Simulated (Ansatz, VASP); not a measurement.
Two plane-wave programs on ZnS

The input POSCAR:

```
ZnS
1.0
    3.5021840075      0.0000000000      0.0000000000
   -1.7510920037      3.0329803192      0.0000000000
    0.0000000000      0.0000000000      6.2457351521
Zn S
2 2
Direct
    0.3333333333      0.6666666667      0.0053880710
    0.6666666667      0.3333333333      0.5053880710
    0.3333333333      0.6666666667      0.3796119290
    0.6666666667      0.3333333333      0.8796119290
```

File INCAR.step1:

```
SYSTEM = ZnS
ALGO = Normal ; EDIFF = 1E-4
ENCUT = 520 ; GGA = PE
ISMEAR = 0 ; LASPH = .True.
LCHARG = .False. ; LREAL = .False.
LWAVE = .True. ; NBANDS = 26
NELM = 60 ; PREC = Accurate
SIGMA = 0.05
```

INCAR.step2

```
SYSTEM = ZnS
ALGO = Normal ; EDIFF = 1E-6
ENCUT = 520 ; ISIF = 2
ISMEAR = 0 ; ISTART = 1
LASPH = .True. ; LCHARG = .False.
LMIXTAU = .True. ; LREAL = .False.
LWAVE = .False. ; METAGGA = R2SCAN
NBANDS = 26 ; NELM = 60
PREC = Accurate ; SIGMA = 0.05
```

File KPOINTS:

```
k-points
0
Gamma
  6 6 4
  0 0 0
```

Input for Ansatz:

```yaml
crystal:
  lattice:
    - [3.5021840075, 0.0, 0.0]
    - [-1.7510920037, 3.0329803192, 0.0]
    - [0.0, 0.0, 6.2457351521]
  atoms:
    - { symbol: Zn, position: [0.3333333333, 0.6666666667, 0.005388071] }
    - { symbol: Zn, position: [0.6666666667, 0.3333333333, 0.505388071] }
    - { symbol: S, position: [0.3333333333, 0.6666666667, 0.379611929] }
    - { symbol: S, position: [0.6666666667, 0.3333333333, 0.879611929] }
basis:
  ecutwfc: 500
kpoints:
  mp_grid: { grid: [6, 6, 4] }
hamiltonian:
  xc: r2scan
scf:
  occupations: { method: gaussian, width: 0.05 }
output:
  forces: true
  stress: true
  eigenvalues: true
```

Change from the starting cell: strain -0.080 along x and y, +0.000 along z, atoms carried along.

Alike in both runs: task single point; functional r2SCAN; k mesh 6 × 6 × 4; occupations gaussian, width 0.05 eV; no spin polarisation.

```csv
,VASP,Ansatz
version,VASP 6.6.1,Ansatz 0.2.0
potentials or method,"VASP PAW PBE potentials, release 64 (Zn, S), cutoff 520 eV","scalar-relativistic, plane waves, PAW"
valence electrons in the cell,36,36
```

```csv
,VASP,Ansatz,Ansatz less VASP
gap on the k mesh at the Fermi level (eV),3.03,3.01,-0.020
least direct gap on the mesh (eV),3.03,3.01,-0.020
pressure (GPa),20.1,19.8,-0.21
"traceless stress, the component that is largest in VASP (GPa)",-13.04,-12.94,+0.108
rms of the force components (eV/Å),0.631,0.619,-0.0118
```

VASP's potentials were made for PBE, not for r2SCAN. Atom by atom the forces differ by 0.012 eV/Å (rms over components).
